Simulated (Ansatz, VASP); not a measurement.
Given: the input of a run of Ansatz 0.2.0 on InP.

File input.yaml:

```yaml
crystal:
  lattice:
    - [0.0, 2.9305, 2.9305]
    - [2.9305, 0.0, 2.9305]
    - [2.9305, 2.9305, 0.0]
  atoms:
    - { symbol: In, position: [0.0, 0.0, 0.0] }
    - { symbol: P, position: [0.75, 0.75, 0.75] }
kpoints:
  mp_grid: { grid: [8, 8, 8] }
scf:
  occupations: { method: gaussian, width: 0.026 }
hamiltonian:
  xc: pbe
  pseudopotentials: { kind: all_electron, lapw: { basis_error: 0.001 } }
output:
  forces: true
  stress: true
  eigenvalues: true
```

Potentials or basis: all-electron LAPW, scalar-relativistic.

Launch:

```sh
$ ansatz run input.yaml --threads 1 --pin off --max-ram 3072MiB --backend cpu --events-out ev --progress --plain --runs-dir out
```

**Question.** Translate it to VASP 6.6.1. Potentials there: VASP PAW PBE potentials, release 64 (In_d, P).

**Answer.** As run (the cutoff follows the program's own potentials):

The input INCAR:

```
SYSTEM = InP
  PREC = Accurate
  ENCUT = 520
  EDIFF = 1E-7
  ISMEAR = 0
  SIGMA = 0.026000000000000002
  LREAL = .False.
  LASPH = .True.
  NELM = 100
  ALGO = Normal
  ISIF = 2
  LWAVE = .False.
  LCHARG = .False.
  GGA = PE
  NBANDS = 16
```

KPOINTS

```
regular mesh
0
Gamma
  8 8 8
  0 0 0
```

Contents of POSCAR:

```
InP
1.0
    0.0000000000      2.9305000000      2.9305000000
    2.9305000000      0.0000000000      2.9305000000
    2.9305000000      2.9305000000      0.0000000000
In P
1 1
Direct
    0.0000000000      0.0000000000      0.0000000000
    0.7500000000      0.7500000000      0.7500000000
```

Potentials or basis: VASP PAW PBE potentials, release 64 (In_d, P).

Run with:

```sh
$ cat potpaw_PBE.64/In_d/POTCAR potpaw_PBE.64/P/POTCAR > POTCAR
$ mpirun -np 1 vasp_std > vasp.out
```

Both were run:

|  | VASP | Ansatz | Ansatz less VASP |
| --- | --- | --- | --- |
| gap on the k mesh at the Fermi level (eV) | 0.71 | 0.71 | +0.002 |
| least direct gap on the mesh (eV) | 0.71 | 0.71 | +0.002 |
| pressure (GPa) | 3.3 | 3.3 | +0.05 |

Ansatz ran all-electron here, and VASP with PAW potentials.
